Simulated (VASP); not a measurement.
# MnBr3 (Pm-3m) in VASP: a series of runs

Runs on MnBr3. Level: PBE. Tasks: single point.

Program: VASP 6.6.1. These are calculated values, not measurements. Logs are shortened: lines on timing, memory, paths and dates and some standing lists are left out, and cuts for length are marked.

## Step 1: The cell of the first run

It takes space group Pm-3m (No. 221, cubic). Conventional cell: a = 4.837 Å, b = 4.837 Å, c = 4.837 Å, α = 90.00°, β = 90.00°, γ = 90.00°. Within 4.5 Å of Mn (site symmetry m-3m) lie 12 Br at 3.42 Å. Within 4.5 Å of Br (site symmetry 4/mmm) lie 4 Mn at 3.42 Å and 8 Br at 3.42 Å.

The cell was generated, and may not be a known phase.

## Step 2: Single point, PBE, collinear spin, ferromagnetic start

File INCAR:

```
SYSTEM = MnBr3
  ALGO = Normal
  EDIFF = 1E-6
  ENCUT = 520
  GGA = PE
  ISIF = 2
  ISMEAR = 0
  ISPIN = 2
  LASPH = .TRUE.
  LCHARG = .FALSE.
  LMAXMIX = 4
  LORBIT = 11
  LREAL = .FALSE.
  LWAVE = .FALSE.
  MAGMOM = 4 0 0 0
  NBANDS = 29
  NELM = 150
  PREC = Accurate
  SIGMA = 0.1
```

File KPOINTS:

```
k-points
0
G
  4 4 4
  0 0 0
```

File POSCAR:

```
MnBr3
1.0
    4.8372764000      0.0000000000      0.0000000000
    0.0000000000      4.8372764000      0.0000000000
    0.0000000000      0.0000000000      4.8372764000
Mn Br
1 3
Direct
    0.0000000000      0.0000000000      0.0000000000
    0.0000000000      0.5000000000      0.5000000000
    0.5000000000      0.5000000000      0.0000000000
    0.5000000000      0.0000000000      0.5000000000
```

Potentials or basis: VASP PAW PBE potentials, release 64 (Mn_pv, Br).

Run with:

```bash
$ cat potpaw_PBE.64/Mn_pv/POTCAR potpaw_PBE.64/Br/POTCAR > POTCAR
$ mpirun -np 1 vasp_std > vasp.out
```

OUTCAR:

```text
SYSTEM = MnBr3
   EDIFF = 1E-6
   ENCUT = 520
   GGA = PE
   ISIF = 2
   ISMEAR = 0
   ISPIN = 2
   LASPH = .TRUE.
   LORBIT = 11
   LREAL = .FALSE.
   NELM = 150
   PREC = Accurate

 ion  position               nearest neighbor table
   1  0.000  0.000  0.000-
   2  0.000  0.500  0.500-
   3  0.500  0.500  0.000-
   4  0.500  0.000  0.500-

  LATTYP: Found a simple cubic cell.
 ALAT       =     4.8372764000

  Lattice vectors:

 A1 = (   4.8372764000,   0.0000000000,   0.0000000000)
 A2 = (   0.0000000000,   4.8372764000,   0.0000000000)
 A3 = (   0.0000000000,   0.0000000000,   4.8372764000)

Analysis of symmetry for initial positions (statically):
=====================================================================
 Subroutine PRICEL returns:
 Original cell was already a primitive cell.

 Routine SETGRP: Setting up the symmetry group for a
 simple cubic supercell.

 Subroutine GETGRP returns: Found 48 space group operations
 (whereof 48 operations were pure point group operations)
 out of a pool of 48 trial point group operations.

The static configuration has the point symmetry O_h .

Analysis of symmetry for dynamics (positions and initial velocities):
=====================================================================
 Subroutine PRICEL returns:
 Original cell was already a primitive cell.

 Routine SETGRP: Setting up the symmetry group for a
 simple cubic supercell.

 Subroutine GETGRP returns: Found 48 space group operations
 (whereof 48 operations were pure point group operations)
 out of a pool of 48 trial point group operations.

The dynamic configuration has the point symmetry O_h .

Analysis of structural, dynamic, and magnetic symmetry:
=====================================================================
 Subroutine PRICEL returns:
 Original cell was already a primitive cell.

 Routine SETGRP: Setting up the symmetry group for a
 simple cubic supercell.

 Subroutine GETGRP returns: Found 48 space group operations
 (whereof 48 operations were pure point group operations)
 out of a pool of 48 trial point group operations.

The overall configuration has the point symmetry O_h .

 Subroutine INISYM returns: Found 48 space group operations
 (whereof 48 operations are pure point group operations),
 and found     1 'primitive' translations

----------------------------------------------------------------------------------------

                                     Primitive cell

  volume of cell :     113.1886

  direct lattice vectors                    reciprocal lattice vectors
     4.837276400  0.000000000  0.000000000     0.206727902  0.000000000  0.000000000
     0.000000000  4.837276400  0.000000000     0.000000000  0.206727902  0.000000000
     0.000000000  0.000000000  4.837276400     0.000000000  0.000000000  0.206727902

  length of vectors
     4.837276400  4.837276400  4.837276400     0.206727902  0.206727902  0.206727902

  position of ions in fractional coordinates (direct lattice)
     0.000000000  0.000000000  0.000000000
     0.000000000  0.500000000  0.500000000
     0.500000000  0.500000000  0.000000000
     0.500000000  0.000000000  0.500000000

  ion indices of the primitive-cell ions
   primitive index   ion index
                 1           1
                 2           2
                 3           3
                 4           4

----------------------------------------------------------------------------------------

 KPOINTS: k-points

Automatic generation of k-mesh.
 Grid dimensions read from file:
 generate k-points for:    4    4    4

 Generating k-lattice:

  Cartesian coordinates                     Fractional coordinates (reciprocal lattice)
     0.051681975  0.000000000  0.000000000     0.250000000  0.000000000  0.000000000
     0.000000000  0.051681975  0.000000000     0.000000000  0.250000000  0.000000000
     0.000000000  0.000000000  0.051681975     0.000000000  0.000000000  0.250000000

  Length of vectors
     0.051681975  0.051681975  0.051681975

  Shift w.r.t. Gamma in fractional coordinates (k-lattice)
     0.000000000  0.000000000  0.000000000

 Subroutine IBZKPT returns following result:
 ===========================================

 Found     10 irreducible k-points:

 Following reciprocal coordinates:
            Coordinates               Weight
  0.000000  0.000000  0.000000      1.000000
  0.250000  0.000000  0.000000      6.000000
  0.500000  0.000000  0.000000      3.000000
  0.250000  0.250000  0.000000     12.000000
  0.500000  0.250000  0.000000     12.000000
  0.500000  0.500000  0.000000      3.000000
  0.250000  0.250000  0.250000      8.000000
  0.500000  0.250000  0.250000     12.000000
  0.500000  0.500000  0.250000      6.000000
  0.500000  0.500000  0.500000      1.000000
   k-points           NKPTS =     10   k-points in BZ     NKDIM =     10   number of bands    NBANDS=     29
   number of dos      NEDOS =    301   number of ions     NIONS =      4
   total plane-waves  NPLWV =  46656
   dimension x,y,z NGX =    36 NGY =   36 NGZ =   36
   dimension x,y,z NGXF=    72 NGYF=   72 NGZF=   72
   ions per type =               1   3
   NGX,Y,Z   is equivalent  to a cutoff of  12.37, 12.37, 12.37 a.u.
   NGXF,Y,Z  is equivalent  to a cutoff of  24.74, 24.74, 24.74 a.u.
 SYSTEM =  MnBr3
   PREC   = accura    normal or accurate (medium, high low for compatibility)
   ISTART =      0    job   : 0-new  1-cont  2-samecut
   ICHARG =      2    charge: 1-file 2-atom 10-const
   ISPIN  =      2    spin polarized calculation?
   LNONCOLLINEAR =      F non collinear calculations
   LSORBIT =      F    spin-orbit coupling
   LASPH  =      T    aspherical Exc in radial PAW
   ENCUT  =  520.0 eV  38.22 Ry    6.18 a.u.   8.99  8.99  8.99*2*pi/ulx,y,z
   NELM   =    150;   NELMIN=  2; NELMDL= -5     # of ELM steps
   EDIFF  = 0.1E-05   stopping-criterion for ELM
   LREAL  =      F    real-space projection
   EDIFFG = 0.1E-04   stopping-criterion for IOM
   NSW    =      0    number of steps for IOM
   IBRION =     -1    ionic relax: 0-MD 1-quasi-New 2-CG
   NFREE  =      0    steps in history (QN), initial steepest desc. (CG)
   ISIF   =      2    stress and relaxation
   ISYM   =      2    0-nonsym 1-usesym 2-fastsym
   POTIM  = 0.5000    time-step for ionic-motion
   TEBEG  =    0.0;   TEEND  =   0.0 temperature during run
   PSTRESS=    0.0 pullay stress
   NELECT =      34.0000    total number of electrons
   NUPDOWN=      -1.0000    fix difference up-down
   EMIN   =  10.00;   EMAX   =-10.00  energy-range for DOS
   EFERMI =   0.00;   METHOD = LEGACY
   ISMEAR =     0;   SIGMA  =   0.10  broadening in eV -4-tet -1-fermi 0-gaus
   EFERMI_NEDOS =   21; number of points for ismear=-14 and -15
   IALGO  =     38    algorithm
   IMIX   =      4    mixing-type and parameters
     AMIX     =   0.40;   BMIX     =  1.00
     AMIX_MAG =   1.60;   BMIX_MAG =  1.00
  volume/ion in A,a.u.               =      28.30       190.96
  Fermi-wavevector in a.u.,A,eV,Ry     =   1.096395  2.071885 16.355307  1.202081
  Thomas-Fermi vector in A             =   2.232736
   LORBIT       =     11    0 simple, 1 ext, 2 COOP (PROOUT), +10 PAW based schemes
   GGA     = PE    functional components
   LHFCALC =     F    Hartree Fock is set to
   AEXX    =    0.0000 exact exchange contribution
   IVDW    =     0    specifies the selected vdW correction
   LEPSILON=     F    determine dielectric tensor
   LRPA    =     F    only Hartree local field effects (RPA)
 spin polarized calculation
 Gauss-broadening in eV      SIGMA  =   0.10
  energy-cutoff  :      520.00
  volume of cell :      113.19
 maximum number of plane-waves:      3112
 NGX is ok and might be reduce to    36
   NGX = 17   NGY = 17   NGZ = 17

 number of electron      34.0000021 magnetization       4.0324703

 Free energy of the ion-electron system (eV)
  ---------------------------------------------------
  ext. energy  EPLUGINS =         0.00000000
  ---------------------------------------------------
  free energy    TOTEN  =       -12.60549878 eV

  energy without entropy =      -12.57727817  energy(sigma->0) =      -12.59138847

 E-fermi :   1.7608     XC(G=0):  -8.8817

 val. band max:        1.7530965900   @ k =   0.5000   0.5000   0.5000
 cond. band min:       1.7695495911   @ k =   0.5000   0.5000   0.2500
 fundamental gap:      0.0164530012
 Fermi energy:         1.7608146941

 spin component 1

 k-point     1 :       0.0000    0.0000    0.0000
  band No.  band energies     occupation
      1     -49.8162      1.00000
      2     -49.8162      1.00000
      3     -49.8162      1.00000
      4     -12.8215      1.00000
      5     -11.5136      1.00000
      6     -11.5136      1.00000
[... 21 lines left out ...]
     28       9.7688      0.00000
     29       9.7688      0.00000

 k-point     2 :       0.2500    0.0000    0.0000
  band No.  band energies     occupation
      1     -49.8162      1.00000
      2     -49.8162      1.00000
      3     -49.8162      1.00000
      4     -12.6686      1.00000
      5     -11.7030      1.00000
      6     -11.5014      1.00000
[... 21 lines left out ...]
     28      10.1550      0.00000
     29      11.4657      0.00000

 k-point     3 :       0.5000    0.0000    0.0000
  band No.  band energies     occupation
      1     -49.8162      1.00000
      2     -49.8162      1.00000
      3     -49.8162      1.00000
      4     -12.4044      1.00000
      5     -12.0035      1.00000
      6     -11.4891      1.00000
[... 189 lines left out ...]
      4     -11.9426      1.00000
      5     -11.9406      1.00000
      6     -11.9406      1.00000
[... 21 lines left out ...]
     28      12.6837      0.00000
     29      12.6837      0.00000

 k-point    10 :       0.5000    0.5000    0.5000
  band No.  band energies     occupation
      1     -49.8163      1.00000
      2     -49.8163      1.00000
      3     -49.8163      1.00000
      4     -11.9241      1.00000
      5     -11.9241      1.00000
      6     -11.9241      1.00000
[... 21 lines left out ...]
     28      12.9815      0.00000
     29      12.9815      0.00000
 Fermi energy:         1.7608146941

 spin component 2

 k-point     1 :       0.0000    0.0000    0.0000
  band No.  band energies     occupation
      1     -44.9416      1.00000
      2     -44.9416      1.00000
      3     -44.9416      1.00000
      4     -13.0518      1.00000
      5     -11.7620      1.00000
      6     -11.7620      1.00000
[... 21 lines left out ...]
     28      10.1673      0.00000
     29      10.1673      0.00000

 k-point     2 :       0.2500    0.0000    0.0000
  band No.  band energies     occupation
      1     -44.9417      1.00000
      2     -44.9417      1.00000
      3     -44.9417      1.00000
      4     -12.9023      1.00000
      5     -11.9487      1.00000
      6     -11.7510      1.00000
[... 21 lines left out ...]
     28      10.7530      0.00000
     29      11.7229      0.00000

 k-point     3 :       0.5000    0.0000    0.0000
  band No.  band energies     occupation
      1     -44.9417      1.00000
      2     -44.9417      1.00000
      3     -44.9417      1.00000
      4     -12.6455      1.00000
      5     -12.2425      1.00000
      6     -11.7399      1.00000
[... 190 lines left out ...]
      5     -12.1857      1.00000
      6     -12.1857      1.00000
[... 21 lines left out ...]
     28      12.7440      0.00000
     29      12.7440      0.00000

 k-point    10 :       0.5000    0.5000    0.5000
  band No.  band energies     occupation
      1     -44.9418      1.00000
      2     -44.9418      1.00000
      3     -44.9418      1.00000
      4     -12.1696      1.00000
      5     -12.1696      1.00000
      6     -12.1696      1.00000
[... 21 lines left out ...]
     28      12.8529      0.00000
     29      12.8529      0.00000

------------------------ aborting loop because EDIFF is reached ----------------------------------------

  FORCE on cell =-STRESS in cart. coord.  units (eV):
  Direction    XX          YY          ZZ          XY          YZ          ZX
  --------------------------------------------------------------------------------------
  -------------------------------------------------------------------------------------
  Total       -1.8133395     -1.8133395     -1.8133395      0.0000000     -0.0000000      0.0000000
  in kB      -25.6677019    -25.6677019    -25.6677019      0.0000000     -0.0000000      0.0000000
  external PRESSURE =     -25.6677019 kB  Pullay stress =       0.0000000 kB

 VOLUME and BASIS-vectors are now :
 -----------------------------------------------------------------------------
  energy-cutoff  :      520.00
  volume of cell :      113.19
      direct lattice vectors                 reciprocal lattice vectors
     4.837276400  0.000000000  0.000000000     0.206727902  0.000000000  0.000000000
     0.000000000  4.837276400  0.000000000     0.000000000  0.206727902  0.000000000
     0.000000000  0.000000000  4.837276400     0.000000000  0.000000000  0.206727902

 POSITION                                       TOTAL-FORCE (eV/Angst)
 -----------------------------------------------------------------------------------
      0.00000      0.00000      0.00000         0.000000      0.000000      0.000000
      0.00000      2.41864      2.41864         0.000000      0.000000      0.000000
      2.41864      2.41864      0.00000         0.000000      0.000000      0.000000
      2.41864      0.00000      2.41864         0.000000      0.000000      0.000000
 -----------------------------------------------------------------------------------
    total drift:                                0.000000      0.000000      0.000000

  FREE ENERGIE OF THE ION-ELECTRON SYSTEM (eV)
  ---------------------------------------------------
  free  energy   TOTEN  =       -12.6054987789 eV

  energy  without entropy=      -12.5772781673  energy(sigma->0) =      -12.59138847

 total charge

# of ion       s       p       d       tot
------------------------------------------
    1        0.134   6.029   4.861  11.024
    2        1.631   3.130   0.011   4.773
    3        1.631   3.130   0.011   4.773
    4        1.631   3.130   0.011   4.773
--------------------------------------------------
tot          5.027  15.420   4.895  25.342

 magnetization (x)

# of ion       s       p       d       tot
------------------------------------------
    1        0.055   0.012   4.481   4.547
    2       -0.006  -0.217   0.000  -0.223
    3       -0.006  -0.217   0.000  -0.223
    4       -0.006  -0.217   0.000  -0.223
--------------------------------------------------
tot          0.037  -0.640   4.482   3.879
```

Run time: 67 s. Hardware: 1 thread of Intel Xeon Platinum 8488C (Sapphire Rapids), shared host; peak memory 0.25 GiB.

Results:

```yaml
Free_energy: -12.6055 eV
Pressure: -2.6 GPa
Band_gap_on_the_k_mesh: zero (filled and empty bands overlap)
Net_moment: 4.03 μB per cell
Site_moments: Mn +4.55; Br -0.22 μB
Valence_electrons_inside_the_program's_atomic_spheres: Mn 11.02; Br 4.77
```

Levels at points of the mesh, in eV from the Fermi level:
Spin up:
```csv
k point,band 16,band 17,band 18,band 19,band 20,band 21,band 22,band 23
"(0.00, 0.00, 0.00)",-1.23,-1.23,-0.69,0.08,0.08,0.08,6.48,6.48
"(0.50, 0.00, 0.00)",-2.03,-1.47,-1.41,-0.16,-0.16,2.02,3.40,5.59
"(0.50, 0.50, 0.00)",-1.55,-1.55,-1.46,0.03,0.34,1.56,4.16,5.56
"(0.50, 0.50, 0.50)",-0.65,-0.01,-0.01,-0.01,0.38,0.38,7.05,7.05
```
Spin down:
| k point | band 12 | band 13 | band 14 | band 15 | band 16 | band 17 | band 18 | band 19 |
| --- | --- | --- | --- | --- | --- | --- | --- | --- |
| (0.00, 0.00, 0.00) | -1.39 | -0.24 | -0.24 | -0.24 | 0.53 | 0.53 | 0.60 | 0.60 |
| (0.50, 0.00, 0.00) | -2.07 | -1.86 | -0.62 | -0.62 | 0.62 | 0.70 | 1.01 | 1.04 |
| (0.50, 0.50, 0.00) | -2.19 | -1.86 | -0.37 | -0.11 | 0.71 | 0.71 | 0.98 | 1.03 |
| (0.50, 0.50, 0.50) | -0.17 | -0.17 | -0.07 | -0.07 | 0.66 | 0.66 | 0.66 | 0.75 |

Caveat: semilocal functionals often make such compounds metallic where correlation or magnetic order opens a gap, which also shifts bond lengths.

## Step 3: Single point, PBE, collinear spin

This run uses another cell than the first one, of 25.80 Å³/atom.

File INCAR:

```
SYSTEM = MnBr3
  ALGO = Normal
  EDIFF = 1E-7
  ENCUT = 520
  GGA = PE
  ISIF = 2
  ISMEAR = 0
  ISPIN = 2
  LASPH = .True.
  LCHARG = .False.
  LMAXMIX = 4
  LORBIT = 11
  LREAL = .False.
  LWAVE = .False.
  MAGMOM = 5.26 -0.3 -0.3 -0.3
  NBANDS = 29
  NELM = 150
  PREC = Accurate
  SIGMA = 0.1
```

File KPOINTS:

```
k-points
0
Gamma
  10 10 10
  0 0 0
```

File POSCAR:

```
MnBr3
1.0
    4.6906678085      0.0000000000      0.0000000000
    0.0000000000      4.6906678085      0.0000000000
    0.0000000000      0.0000000000      4.6906678085
Mn Br
1 3
Direct
    0.0000000000      0.0000000000      0.0000000000
    0.0000000000      0.5000000000      0.5000000000
    0.5000000000      0.5000000000      0.0000000000
    0.5000000000      0.0000000000      0.5000000000
```

Potentials or basis: VASP PAW PBE potentials, release 64 (Mn_pv, Br).

Run with:

```bash
$ cat potpaw_PBE.64/Mn_pv/POTCAR potpaw_PBE.64/Br/POTCAR > POTCAR
$ mpirun -np 1 vasp_std > vasp.out
```

It took 6.1 min on 1 thread of Intel Xeon Platinum 8488C (Sapphire Rapids), shared host; peak memory 0.4 GiB.

The run converged. Its results:

```
Free energy                                           : -12.6877 eV
Pressure                                              : 0.0 GPa
Net moment                                            : 4.06 μB per cell
Site moments                                          : Mn +4.53; Br -0.21 μB
Valence electrons inside the program's atomic spheres : Mn 11.05; Br 4.79
```

Levels at points of the mesh, in eV from the Fermi level:
Spin up:
| k point | band 15 | band 16 | band 17 | band 18 | band 19 | band 20 | band 21 | band 22 | band 23 | band 24 |
| --- | --- | --- | --- | --- | --- | --- | --- | --- | --- | --- |
| (0.00, 0.00, 0.00) | -1.36 | -1.36 | -1.36 | -0.60 | 0.12 | 0.12 | 0.12 | 6.47 | 6.47 | 6.93 |
| (0.50, 0.00, 0.00) | -2.31 | -2.31 | -1.68 | -1.47 | -0.15 | -0.15 | 2.42 | 3.43 | 5.83 | 5.83 |
| (0.50, 0.50, 0.00) | -2.60 | -1.73 | -1.62 | -1.62 | 0.12 | 0.40 | 1.88 | 4.14 | 5.94 | 5.94 |
| (0.50, 0.50, 0.50) | -3.49 | -0.69 | 0.07 | 0.07 | 0.07 | 0.46 | 0.46 | 7.62 | 7.62 | 7.62 |
Spin down:
```tsv
k point	band 12	band 13	band 14	band 15	band 16	band 17	band 18	band 19
(0.00, 0.00, 0.00)	-1.50	-0.19	-0.19	-0.19	0.61	0.61	0.70	0.71
(0.50, 0.00, 0.00)	-2.33	-2.06	-0.63	-0.63	0.73	0.84	1.22	1.26
(0.50, 0.50, 0.00)	-2.45	-2.12	-0.32	-0.04	0.84	0.85	1.19	1.25
(0.50, 0.50, 0.50)	-0.07	-0.07	0.01	0.01	0.74	0.80	0.80	0.80
```

Caveat: semilocal functionals often make such compounds metallic where correlation or magnetic order opens a gap, which also shifts bond lengths.
